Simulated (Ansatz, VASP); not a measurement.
## Mo2W3: VASP beside Ansatz

```xyz
5
Lattice="2.2447 1.2960 4.5808 -2.2447 1.2960 4.5808 0.0000 -2.5919 4.5808" Properties=species:S:1:pos:R:3 pbc="T T T"
Mo    0.0000    0.0000    8.2458
Mo    0.0000    0.0000    5.4965
W     0.0000    0.0000    2.7506
W     0.0000    0.0000    0.0000
W     0.0000    0.0000   10.9917
```

Alike in both runs: functional PBE; k mesh 12 × 12 × 12; occupations gaussian, width 0.1 eV; no spin polarisation.

Ansatz relaxed the structure, and its values are those at the end. VASP's run is a single point on that final structure, the one shown.

|  | VASP | Ansatz |
| --- | --- | --- |
| version | VASP 6.6.1 | Ansatz 0.2.0 |
| potentials or method | VASP PAW PBE potentials, release 64 (Mo_sv, W_sv), cutoff 520 eV | scalar-relativistic, plane waves, PAW |
| valence electrons in the cell | 70 | 70 |

Ansatz gave:

| Property | Result |
| --- | --- |
| gap on the k mesh at the Fermi level (eV) | none |
| pressure (GPa) | 0.0 |
| rms of the force components (eV/Å) | 0.003 |

**Question.** Which values does VASP return?

**Answer.** gap on the k mesh at the Fermi level (eV): none; pressure (GPa): 0.5; rms of the force components (eV/Å): 0.004.

A gap of «none» marks a metal or a gap that the smearing closes.

Spin-orbit coupling is off throughout.
